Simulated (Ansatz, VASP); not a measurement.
One calculation of Si3Ge2, two programs

```
Si Ge
1.0
     4.71039    0.00000    0.00000
     0.00000    4.71039    0.00000
     0.00000    0.00000    4.99310
Si Ge
3 2
Direct
  0.50000 0.50000 0.00000
  0.00000 0.50000 0.50000
  0.50000 0.00000 0.50000
  0.00000 0.00000 0.00000
  0.00000 0.00000 0.50000
```

Alike in both runs: functional PBE; k mesh 8 × 8 × 8; occupations gaussian, width 0.1 eV; no spin polarisation.

Ansatz relaxed the structure, and its values are those at the end. VASP's run is a single point on that final structure, the one shown.

```csv
,VASP,Ansatz
version,VASP 6.6.1,Ansatz 0.2.0
potentials or method,"VASP PAW PBE potentials, release 64 (Si, Ge_d), cutoff 520 eV","scalar-relativistic, plane waves, PAW"
valence electrons in the cell,40,40
```

```tsv
	VASP	Ansatz	Ansatz less VASP
gap on the k mesh at the Fermi level (eV)	none	none	-
pressure (GPa)	0.0	0.0	+0.03
```

A gap of «none» marks a metal or a gap that the smearing closes.
